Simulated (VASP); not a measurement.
Here is a VASP 6.6.1 calculation.

Contents of INCAR:

```
  ALGO = Normal
  DIPOL = 0.5 0.5 0.500
  EDIFF = 1E-6
  ENCUT = 520
  GGA = PE
  IDIPOL = 3
  ISIF = 2
  ISMEAR = -1
  LASPH = True
  LCHARG = False
  LDIPOL = True
  LREAL = False
  LWAVE = False
  NBANDS = 16
  NELM = 80
  PREC = Accurate
  SIGMA = 0.02
```

KPOINTS

```
k-points
0
Gamma
  10 6 1
```

The input POSCAR:

```
AlN
1.0
    3.1301578475      0.0000000000      0.0000000000
    0.0000000000      5.0181095988      0.0000000000
    0.0000000000      0.0000000000     16.9036000000
Al N
2 2
Direct
    0.7500000000      0.0592403060      0.4732720032
    0.2500000000      0.5592403060      0.5267279968
    0.7500000000      0.4407596940      0.4732720032
    0.2500000000      0.9407596940      0.5267279968
```

Potentials or basis: VASP PAW PBE potentials, release 64 (Al, N).

Command:

```bash
$ cat potpaw_PBE.64/Al/POTCAR potpaw_PBE.64/N/POTCAR > POTCAR
$ mpirun -np 1 vasp_std > vasp.out
```

(1) Predict the band gap on the k mesh.

(2) What does it give for the largest force?

Answers

(1) 1.09 eV (least direct gap 1.15 eV).

(2) 3.388 eV/Å.
